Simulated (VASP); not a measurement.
## Na: single point with PBE

Na:

```
CELL_PARAMETERS angstrom
-2.14100 2.14100 2.14100
2.14100 -2.14100 2.14100
2.14100 2.14100 -2.14100
ATOMIC_POSITIONS crystal
Na 0.00000 0.00000 0.00000
```

```yaml
Program: VASP 6.6.1
Task: single point
Functional: PBE
Potentials_or_basis: VASP PAW PBE potentials, release 64 (Na_pv)
Cutoff: 520 eV
k_mesh: 4 × 4 × 4
Occupations: fermi-dirac, width 0.02 eV
Spin: no spin polarisation
Dipole_correction: no
Further_INCAR_settings: ALGO = Fast; EDIFF = 1e-06; NBANDS = 10
```

```json
{"Pressure": "-0.2 GPa"}
```

Levels at points of the mesh, in eV from the Fermi level:
```tsv
k point	band 1	band 2	band 3	band 4	band 5	band 6
(0.00, 0.00, 0.00)	-24.88	-24.88	-24.88	-3.09	11.43	11.43
(0.50, 0.00, 0.00)	-24.91	-24.89	-24.88	0.81	1.22	8.04
(0.50, 0.50, 0.50)	-24.90	-24.90	-24.90	4.49	4.49	4.77
```

It took 3.8 s on 1 thread of Intel(R) Xeon(R) Platinum 8488C (Sapphire Rapids), on a shared host, peak memory 0.14 GiB.

Caveat: the k points lie up to 0.52 Å⁻¹ apart.
